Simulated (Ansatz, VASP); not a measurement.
# Si11GeO24 in VASP and in Ansatz

Contents of INCAR:

```
SYSTEM = Si11GeO24
ALGO = Normal
EDIFF = 1E-8
ENCUT = 520
GGA = PE
ISIF = 2
ISMEAR = -1
LASPH = .True.
LCHARG = .False.
LEFG = .True.
LREAL = Auto
LUSENCCL = .False.
LWAVE = .False.
NBANDS = 125
NELM = 100
PREC = Accurate
SIGMA = 0.01
```

File KPOINTS:

```
k-points
0
Gamma
  4 4 4
  0 0 0
```

File POSCAR:

```
Si11GeO24
1.0
   -7.5907833426      4.3825408062      5.5413533100
    7.5907833426     -4.3825408062      5.5413533100
    2.5302611142      4.3825408062     -5.5413533100
Ge Si O
1 11 24
Direct
    0.4166666667      0.1666666667      0.2500000000
    0.9166666667      0.6666666667      0.2500000000
    0.9166666667      0.1666666667      0.7500000000
    0.4166666667      0.6666666667      0.7500000000
    0.5833333333      0.5833333333      0.5000000000
    0.0833333333      0.0833333333      0.5000000000
    0.0833333333      0.5833333333      0.0000000000
    0.5833333333      0.0833333333      0.0000000000
    0.0000000000      0.2500000000      0.2500000000
    0.5000000000      0.7500000000      0.2500000000
    0.5000000000      0.2500000000      0.7500000000
    0.0000000000      0.7500000000      0.7500000000
    0.8123639817      0.7080612967      0.6870919450
    0.3123639817      0.2080612967      0.6870919450
    0.3123639817      0.7080612967      0.1870919450
    0.8123639817      0.2080612967      0.1870919450
    0.5413946300      0.6456973150      0.6870919450
    0.0413946300      0.1456973150      0.6870919450
    0.0413946300      0.6456973150      0.1870919450
    0.5413946300      0.1456973150      0.1870919450
    0.1876360183      0.4790306483      0.5000000000
    0.6876360183      0.9790306483      0.5000000000
    0.6876360183      0.4790306483      0.0000000000
    0.1876360183      0.9790306483      0.0000000000
    0.5209693517      0.6252720367      0.3129080550
    0.0209693517      0.1252720367      0.3129080550
    0.0209693517      0.6252720367      0.8129080550
    0.5209693517      0.1252720367      0.8129080550
    0.4586053700      0.3543026850      0.3129080550
    0.9586053700      0.8543026850      0.3129080550
    0.9586053700      0.3543026850      0.8129080550
    0.4586053700      0.8543026850      0.8129080550
    0.4790306483      0.1876360183      0.5000000000
    0.9790306483      0.6876360183      0.5000000000
    0.9790306483      0.1876360183      0.0000000000
    0.4790306483      0.6876360183      0.0000000000
```

Input for Ansatz:

```yaml
crystal:
  lattice:
    - [-7.5907833426, 4.3825408062, 5.54135331]
    - [7.5907833426, -4.3825408062, 5.54135331]
    - [2.5302611142, 4.3825408062, -5.54135331]
  atoms:
    - { symbol: Ge, position: [0.4166666667, 0.1666666667, 0.25] }
    - { symbol: Si, position: [0.9166666667, 0.6666666667, 0.25] }
    - { symbol: Si, position: [0.9166666667, 0.1666666667, 0.75] }
    - { symbol: Si, position: [0.4166666667, 0.6666666667, 0.75] }
    - { symbol: Si, position: [0.5833333333, 0.5833333333, 0.5] }
    - { symbol: Si, position: [0.0833333333, 0.0833333333, 0.5] }
    - { symbol: Si, position: [0.0833333333, 0.5833333333, 0.0] }
    - { symbol: Si, position: [0.5833333333, 0.0833333333, 0.0] }
    - { symbol: Si, position: [0.0, 0.25, 0.25] }
    - { symbol: Si, position: [0.5, 0.75, 0.25] }
    - { symbol: Si, position: [0.5, 0.25, 0.75] }
    - { symbol: Si, position: [0.0, 0.75, 0.75] }
    - { symbol: O, position: [0.8123639817, 0.7080612967, 0.687091945] }
    - { symbol: O, position: [0.3123639817, 0.2080612967, 0.687091945] }
    - { symbol: O, position: [0.3123639817, 0.7080612967, 0.187091945] }
    - { symbol: O, position: [0.8123639817, 0.2080612967, 0.187091945] }
    - { symbol: O, position: [0.54139463, 0.645697315, 0.687091945] }
    - { symbol: O, position: [0.04139463, 0.145697315, 0.687091945] }
    - { symbol: O, position: [0.04139463, 0.645697315, 0.187091945] }
    - { symbol: O, position: [0.54139463, 0.145697315, 0.187091945] }
    - { symbol: O, position: [0.1876360183, 0.4790306483, 0.5] }
    - { symbol: O, position: [0.6876360183, 0.9790306483, 0.5] }
    - { symbol: O, position: [0.6876360183, 0.4790306483, 0.0] }
    - { symbol: O, position: [0.1876360183, 0.9790306483, 0.0] }
    - { symbol: O, position: [0.5209693517, 0.6252720367, 0.312908055] }
    - { symbol: O, position: [0.0209693517, 0.1252720367, 0.312908055] }
    - { symbol: O, position: [0.0209693517, 0.6252720367, 0.812908055] }
    - { symbol: O, position: [0.5209693517, 0.1252720367, 0.812908055] }
    - { symbol: O, position: [0.45860537, 0.354302685, 0.312908055] }
    - { symbol: O, position: [0.95860537, 0.854302685, 0.312908055] }
    - { symbol: O, position: [0.95860537, 0.354302685, 0.812908055] }
    - { symbol: O, position: [0.45860537, 0.854302685, 0.812908055] }
    - { symbol: O, position: [0.4790306483, 0.1876360183, 0.5] }
    - { symbol: O, position: [0.9790306483, 0.6876360183, 0.5] }
    - { symbol: O, position: [0.9790306483, 0.1876360183, 0.0] }
    - { symbol: O, position: [0.4790306483, 0.6876360183, 0.0] }
kpoints:
  mp_grid: { grid: [4, 4, 4] }
scf:
  occupations: { method: fermi_dirac, width: 0.01 }
hamiltonian:
  xc: pbe
  pseudopotentials: { kind: paw }
output:
  forces: true
  stress: true
  populations: true
  efg:
    quadrupole_moments_barn: { Ge: -0.196, O: -0.02558 }
    contact_densities: true
```

Alike in both runs: task electric field gradients; functional PBE; k mesh 4 × 4 × 4; occupations fermi-dirac, width 0.01 eV; no spin polarisation.

|  | VASP | Ansatz |
| --- | --- | --- |
| version | VASP 6.6.1 | Ansatz 0.2.0 |
| potentials or method | VASP PAW PBE potentials, release 64 (Ge_d, Si, O) | plane-wave PAW, scalar-relativistic |
| plane-wave cutoff (eV) | 520 | 420 |
| valence electrons in the cell | 202 | 202 |

Ansatz gave:

| Quantity | Value |
| --- | --- |
| gap on the k mesh at the Fermi level (eV) | 5.67 |
| pressure (GPa) | 8.9 |
| traceless stress, the component that is largest in VASP (GPa) | -0.14 |
| rms of the force components (eV/Å) | 1.101 |
| size of Vzz on the site where it differs most (V/Å²) | 97.0 |

Q: Which values does VASP return?

A: gap on the k mesh at the Fermi level (eV): 5.67; pressure (GPa): 8.9; traceless stress, the component that is largest in VASP (GPa): -0.14; rms of the force components (eV/Å): 1.062; size of Vzz on the site where it differs most (V/Å²): 92.3.

Atom by atom the forces differ by 0.039 eV/Å (rms over components).
